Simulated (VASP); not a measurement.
A run of VASP 6.6.1 is set up as follows.

POSCAR

```
WS
1.0
    3.4448484800      0.0000000000      0.0000000000
    0.0000000000      3.4448484800      0.0000000000
    0.0000000000      0.0000000000      3.4448484800
W S
1 1
Direct
    0.5000000000      0.5000000000      0.5000000000
    0.0000000000      0.0000000000      0.0000000000
```

INCAR.step1

```
SYSTEM = WS
PREC = Accurate
ENCUT = 520
EDIFF = 1E-5
ISMEAR = -1
SIGMA = 0.05
LREAL = .FALSE.
LASPH = .TRUE.
NELM = 80
ALGO = Normal
ISIF = 2
LWAVE = .TRUE.
GGA = PE
NBANDS = 17
```

The input INCAR.step2:

```
SYSTEM = WS
PREC = Accurate
ENCUT = 520
EDIFF = 1E-6
ISMEAR = -1
SIGMA = 0.05
LREAL = .FALSE.
LASPH = .TRUE.
NELM = 80
ALGO = Normal
ISIF = 2
LWAVE = .FALSE.
LCHARG = .TRUE.
GGA = B3
LHFCALC = .TRUE.
AEXX = 0.2
AGGAX = 0.72
AGGAC = 0.81
ALDAC = 0.19
PRECFOCK = Normal
LELF = .TRUE.
LVHAR = .TRUE.
ISTART = 1
NBANDS = 17
```

KPOINTS

```
Automatic mesh
0
G
  4 4 4
  0 0 0
```

Potentials or basis: VASP PAW PBE potentials, release 64 (W_sv, S).

Command:

```bash
$ cat potpaw_PBE.64/W_sv/POTCAR potpaw_PBE.64/S/POTCAR > POTCAR
$ cp INCAR.step1 INCAR
$ mpirun -np 1 vasp_std > vasp.out
$ cp INCAR.step2 INCAR
$ mpirun -np 1 vasp_std > vasp.out
```

Question: Predict the pressure.

Answer: -32.2 GPa.

Question: What does it give for the band gap on the k mesh?

Answer: Zero (bands 10 and 11 overlap by 2.96 eV).

Caveat: the k points lie up to 0.46 Å⁻¹ apart, too coarse for converged energies and pressures of a metal; the PAW data sets were made with another functional, which shifts forces and pressure a little; spin-orbit coupling is left out, which moves the levels of the heavy elements.
